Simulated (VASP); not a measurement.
# Mo (P6/mmm) in VASP: further runs, part 2 of 2

VASP 6.6.1. Earlier steps stand in the parts before.

## 4. Relaxation of cell and atoms, PBE, target pressure 380 GPa, at which the enthalpy is minimised

This run uses another cell than the first one: it holds 3 atoms, not 1.

INCAR reads:

```
ALGO = Normal
EDIFF = 1E-6
EDIFFG = -0.005
ENCUT = 600
GGA = PE
IBRION = 2
ISIF = 3
ISMEAR = -1
LASPH = T
LCHARG = F
LREAL = F
LWAVE = F
NELM = 100
NSW = 32
PREC = Accurate
PSTRESS = 3800.0
SIGMA = 0.1
```

KPOINTS reads:

```
k-points
0
Gamma
  10 10 13
```

POSCAR reads:

```
Mo
1.0
    3.7580426200      0.0000000000      0.0000000000
   -1.8790213100      3.2545603774      0.0000000000
    0.0000000000      0.0000000000      2.2752891934
Mo
3
Direct
    0.0000000000      0.0000000000      0.0000000000
    0.3333333333      0.6666666667      0.5000000000
    0.6666666667      0.3333333333      0.5000000000
```

Potentials or basis: VASP PAW PBE potentials, release 64 (Mo_sv).

Command:

```
> cat potpaw_PBE.64/Mo_sv/POTCAR > POTCAR
> mpirun -np 1 vasp_std > vasp.out
```

OUTCAR:

```text
EDIFF = 1E-6
   EDIFFG = -0.005
   ENCUT = 600
   GGA = PE
   IBRION = 2
   ISIF = 3
   ISMEAR = -1
   LASPH = T
   LREAL = F
   NELM = 100
   NSW = 32
   PREC = Accurate
   PSTRESS = 3800.0

 ion  position               nearest neighbor table
   1  0.000  0.000  0.000-   2 2.45   3 2.45   2 2.45   3 2.45   2 2.45   2 2.45   3 2.45   3 2.45
                             3 2.45   3 2.45   2 2.45   2 2.45
   2  0.333  0.667  0.500-   3 2.17   3 2.17   3 2.17   1 2.45   1 2.45   1 2.45   1 2.45   1 2.45
                             1 2.45   3 3.14   3 3.14   3 3.14   3 3.14   3 3.14   3 3.14
   3  0.667  0.333  0.500-   2 2.17   2 2.17   2 2.17   1 2.45   1 2.45   1 2.45   1 2.45   1 2.45
                             1 2.45   2 3.14   2 3.14   2 3.14   2 3.14   2 3.14   2 3.14

  LATTYP: Found a hexagonal cell.
 ALAT       =     3.7580426200
 C/A-ratio  =     0.6054452872

  Lattice vectors:

 A1 = (   3.7580426200,   0.0000000000,   0.0000000000)
 A2 = (  -1.8790213100,   3.2545603774,   0.0000000000)
 A3 = (   0.0000000000,   0.0000000000,   2.2752891934)

Analysis of symmetry for initial positions (statically):
=====================================================================
 Subroutine PRICEL returns:
 Original cell was already a primitive cell.

 Routine SETGRP: Setting up the symmetry group for a
 hexagonal supercell.

 Subroutine GETGRP returns: Found 24 space group operations
 (whereof 24 operations were pure point group operations)
 out of a pool of 24 trial point group operations.

The static configuration has the point symmetry D_6h.

Analysis of symmetry for dynamics (positions and initial velocities):
=====================================================================
[... 132 lines left out ...]
     AMIX_MAG =   1.60;   BMIX_MAG =  1.00
  volume/ion in A,a.u.               =       9.28        62.60
  Fermi-wavevector in a.u.,A,eV,Ry     =   1.877851  3.548623 47.978538  3.526323
  Thomas-Fermi vector in A             =   2.922028
   LORBIT       =      0    0 simple, 1 ext, 2 COOP (PROOUT), +10 PAW based schemes
   GGA     = PE    functional components
   LHFCALC =     F    Hartree Fock is set to
   AEXX    =    0.0000 exact exchange contribution
   IVDW    =     0    specifies the selected vdW correction
   LEPSILON=     F    determine dielectric tensor
   LRPA    =     F    only Hartree local field effects (RPA)
 conjugate gradient relaxation of ions
 non-spin polarized calculation
  energy-cutoff  :      600.00
  volume of cell :       27.83
 maximum number of plane-waves:       945
   NGX = 15   NGY = 15   NGZ =  9

--------------------------------------- Ionic step        1  -------------------------------------------

 number of electron      42.0000004 magnetization

 Free energy of the ion-electron system (eV)
  ---------------------------------------------------
  ext. energy  EPLUGINS =         0.00000000
  ---------------------------------------------------
  free energy    TOTEN  =       -15.62122584 eV

  energy without entropy =      -15.52355365  energy(sigma->0) =      -15.57238975

------------------------ aborting loop because EDIFF is reached ----------------------------------------

  FORCE on cell =-STRESS in cart. coord.  units (eV):
  Direction    XX          YY          ZZ          XY          YZ          ZX
  --------------------------------------------------------------------------------------
  -------------------------------------------------------------------------------------
  Total       67.3673699     67.3673699     67.2152954      0.0000000     -0.0000000      0.0000000
  in kB     3878.5512685   3878.5512685   3869.7958639      0.0000000     -0.0000000      0.0000000
  external PRESSURE =      75.6328003 kB  Pullay stress =    3800.0000000 kB
[... 182 lines left out ...]
--------------------------------------- Ionic step        6  -------------------------------------------

 number of electron      42.0000003 magnetization

 Free energy of the ion-electron system (eV)
  ---------------------------------------------------
  ext. energy  EPLUGINS =         0.00000000
  ---------------------------------------------------
  free energy    TOTEN  =       -15.99278239 eV

  energy without entropy =      -15.89378848  energy(sigma->0) =      -15.94328543

 E-fermi :  22.5098     XC(G=0): -16.5251

 val. band max:       22.5078272354   @ k =   0.2000  -0.0000   0.3077
 cond. band min:      22.5237389311   @ k =   0.1000   0.1000   0.2308
 fundamental gap:      0.0159116957
 Fermi energy:        22.5098396895

 k-point     1 :       0.0000    0.0000    0.0000
  band No.  band energies     occupation
      1     -39.9797      2.00000
      2     -38.0613      2.00000
      3     -37.7768      2.00000
      4     -15.2067      2.00000
      5     -15.2067      2.00000
      6     -14.1317      2.00000
[... 661 lines left out ...]
     24      26.0002      0.00000
     25      26.4471      0.00000

 [... further k-points ...]

------------------------ aborting loop because EDIFF is reached ----------------------------------------

  FORCE on cell =-STRESS in cart. coord.  units (eV):
  Direction    XX          YY          ZZ          XY          YZ          ZX
  --------------------------------------------------------------------------------------
  -------------------------------------------------------------------------------------
  Total       66.3839755     66.3839755     66.3825713      0.0000000      0.0000000      0.0000000
  in kB     3800.7621232   3800.7621230   3800.6817263      0.0000000      0.0000000      0.0000000
  external PRESSURE =       0.7353241 kB  Pullay stress =    3800.0000000 kB
[... 22 lines left out ...]
  energy  without entropy=      -15.8937884772  energy(sigma->0) =      -15.94328543

  enthalpy is  TOTEN    =        50.3778819157 eV   P V=       66.3706643034

 reached required accuracy - stopping structural energy minimisation
```

CONTCAR:

```text
Mo
   1.00000000000000
     3.7706899941167422    0.0000000000000000    0.0000000000000000
    -1.8853449970583711    3.2655133246078631   -0.0000000000000000
     0.0000000000000000   -0.0000000000000000    2.2726411266413504
  Mo
     3
Direct
     0.0000000000000000    0.0000000000000000    0.0000000000000000
     0.3333333332999970    0.6666666667000030    0.5000000000000000
     0.6666666667000030    0.3333333332999970    0.5000000000000000

  0.00000000E+00  0.00000000E+00  0.00000000E+00
  0.00000000E+00  0.00000000E+00  0.00000000E+00
  0.00000000E+00  0.00000000E+00  0.00000000E+00
```

Wall time 6.2 min (1 thread of Intel Xeon 8259CL, shared host); peak memory 0.19 GiB.

What came out:

* Free energy: -15.9928 eV
* Relaxed volume: 9.33 Å³/atom
* Relaxed cell: a = 3.771 Å, b = 3.771 Å, c = 2.273 Å, α = 90.00°, β = 90.00°, γ = 120.00°
* Space group after relaxing (to 0.1 Å): P6/mmm (No. 191)
* Energy change on relaxing (the run minimises the enthalpy): -123.9 meV/atom
* Ionic steps: 6
* Pressure after relaxing: 380.1 GPa
* Band gap on the k mesh: zero (bands 21 and 22 overlap by 2.76 eV)

Step by step:
| step | energy change (eV) | largest force (eV/Å) | pressure (GPa) | volume (Å³) |
| --- | --- | --- | --- | --- |
| 1 | 0.0000 | 0.0000 | 387.56 | 27.83 |
| 2 | -3.8739 | 0.0000 | 304.78 | 29.63 |
| 3 | -0.3665 | 0.0000 | 379.73 | 27.98 |
| 4 | -0.3556 | 0.0000 | 379.95 | 27.98 |
| 5 | -0.3686 | 0.0000 | 380.04 | 27.98 |
| 6 | -0.3716 | 0.0000 | 380.07 | 27.98 |

Final structure:
```
CELL_PARAMETERS angstrom
3.77069 0.00000 0.00000
-1.88535 3.26551 0.00000
0.00000 0.00000 2.27264
ATOMIC_POSITIONS crystal
Mo 0.00000 0.00000 0.00000
Mo 0.33333 0.66667 0.50000
Mo 0.66667 0.33333 0.50000
```

Levels at points of the mesh, in eV from the Fermi level:
```csv
k point,band 18,band 19,band 20,band 21,band 22,band 23,band 24,band 25
"(0.00, 0.00, 0.00)",-2.50,-2.23,-2.23,-1.14,-1.14,0.78,0.78,0.85
"(0.50, 0.00, 0.00)",-4.00,-2.16,-1.55,-1.35,1.58,1.61,4.97,5.78
```

Caveat: the cell is relaxed towards a set pressure, so the run minimises the enthalpy, not the energy.

## 5. Relaxation of cell and atoms, PBE, target pressure 380 GPa, at which the enthalpy is minimised

This run uses another cell than the first one: it holds 3 atoms, not 1.

INCAR reads:

```
SYSTEM = Mo
PREC = Accurate
ENCUT = 600
EDIFF = 1E-6
ISMEAR = -1
SIGMA = 0.1
LREAL = .FALSE.
LASPH = .TRUE.
NELM = 100
ALGO = Normal
ISIF = 3
LWAVE = .FALSE.
LCHARG = .FALSE.
GGA = PE
IBRION = 2
NSW = 60
EDIFFG = -0.005
PSTRESS = 3800.0
```

KPOINTS reads:

```
regular mesh
0
G
  10 10 13
  0 0 0
```

POSCAR reads:

```
Mo
1.0
    3.7424795929      0.0000000000      0.0000000000
   -1.8712397964      3.2410824006      0.0000000000
    0.0000000000      0.0000000000      2.3203373476
Mo
3
Direct
    0.0000000000      0.0000000000      0.0000000000
    0.3333333333      0.6666666667      0.5000000000
    0.6666666667      0.3333333333      0.5000000000
```

Command:

```
> cat potpaw_PBE.64/Mo_sv/POTCAR > POTCAR
> mpirun -np 1 vasp_std > vasp.out
```

Run time: 9.8 min. Hardware: 1 thread of AMD EPYC 7R43 (Zen 3), shared host; peak memory 0.16 GiB.

The run converged. Its results:

| Quantity | Value |
| --- | --- |
| Free energy | -15.9947 eV |
| Relaxed volume | 9.33 Å³/atom |
| Relaxed cell | a = 3.770 Å, b = 3.770 Å, c = 2.273 Å, α = 90.00°, β = 90.00°, γ = 120.00° |
| Space group after relaxing (to 0.1 Å) | P6/mmm (No. 191) |
| Energy change on relaxing (the run minimises the enthalpy) | +116.5 meV/atom |
| Ionic steps | 17 |
| Pressure after relaxing | 380.0 GPa |
| Band gap on the k mesh | zero (bands 21 and 22 overlap by 2.76 eV) |

Stress tensor (GPa, compression positive):
```
380.06   0.00   0.00
  0.00 380.06   0.00
  0.00   0.00 379.93
```

Step by step:
| step | energy change (eV) | largest force (eV/Å) | pressure (GPa) | volume (Å³) |
| --- | --- | --- | --- | --- |
| 1 | 0.0000 | 0.0000 | 370.31 | 28.14 |
| 2 | 6.2164 | 0.0000 | 509.81 | 25.87 |
| 3 | 0.6401 | 0.0000 | 384.66 | 27.87 |
| 4 | -0.2129 | 0.0000 | 370.08 | 28.23 |
| 5 | 0.2193 | 0.0000 | 377.05 | 28.04 |
| 6 | 0.2327 | 0.0000 | 377.26 | 28.03 |
| 7 | 1.1489 | 0.0000 | 398.30 | 27.66 |
| 8 | 0.3528 | 0.0000 | 380.08 | 27.98 |
| 9 | 0.3552 | 0.0000 | 380.05 | 27.98 |
| 10 | 0.7465 | 0.0000 | 389.10 | 27.82 |
| 11 | 0.3588 | 0.0000 | 380.20 | 27.98 |
| 12 | 0.2898 | 0.0000 | 378.72 | 28.01 |
| 13 | 0.3486 | 0.0000 | 379.77 | 27.98 |
| 14 | 0.3537 | 0.0000 | 380.06 | 27.98 |
| 15 | 0.3519 | 0.0000 | 380.08 | 27.98 |
| 16 | 0.3502 | 0.0000 | 380.05 | 27.98 |
| 17 | 0.3494 | 0.0000 | 380.02 | 27.98 |

Final structure:
```
Mo
1.0
     3.77003    0.00000    0.00000
    -1.88502    3.26494    0.00000
     0.00000    0.00000    2.27348
Mo
3
Direct
  0.00000 0.00000 0.00000
  0.33333 0.66667 0.50000
  0.66667 0.33333 0.50000
```

Levels at points of the mesh, in eV from the Fermi level:
```tsv
k point	band 19	band 20	band 21	band 22	band 23	band 24
(0.00, 0.00, 0.00)	-2.23	-2.23	-1.13	-1.13	0.77	0.77
(0.50, 0.00, 0.00)	-2.16	-1.56	-1.34	1.57	1.61	4.98
```

Caveat: the cell is relaxed towards a set pressure, so the run minimises the enthalpy, not the energy.

## 6. Overview

```csv
cell,k mesh,gap on the mesh (eV),pressure (GPa)
"relaxed to 380 GPa from a = 2.278, b = 2.278, c = 2.102 Å, angles 90.0, 90.0, 120.0°, 1 atom, atomic positions A",19 × 19 × 18,none,380.0
"relaxed to 380 GPa from a = 2.269, b = 2.269, c = 2.133 Å, angles 90.0, 90.0, 120.0°, 1 atom, atomic positions A",19 × 19 × 18,none,380.0
"relaxed to 380 GPa from a = 3.758, b = 3.758, c = 2.275 Å, angles 90.0, 90.0, 120.0°, 3 atoms, atomic positions B",10 × 10 × 13,none,380.1
"relaxed to 380 GPa from a = 3.742, b = 3.742, c = 2.320 Å, angles 90.0, 90.0, 120.0°, 3 atoms, atomic positions B",10 × 10 × 13,none,380.0
```

Alike in all rows: task relaxation of cell and atoms; level PBE; potentials or basis VASP PAW PBE potentials, release 64 (Mo_sv); no spin polarisation; cutoff (eV) 600; smearing fermi-dirac 0.1 eV.

Caveats: the cell is relaxed towards a set pressure, so the run minimises the enthalpy, not the energy.

Absolute energies hang on the potentials; compare differences alone.

The gap in the log of VASP goes by the Fermi energy; the results here count the filled bands.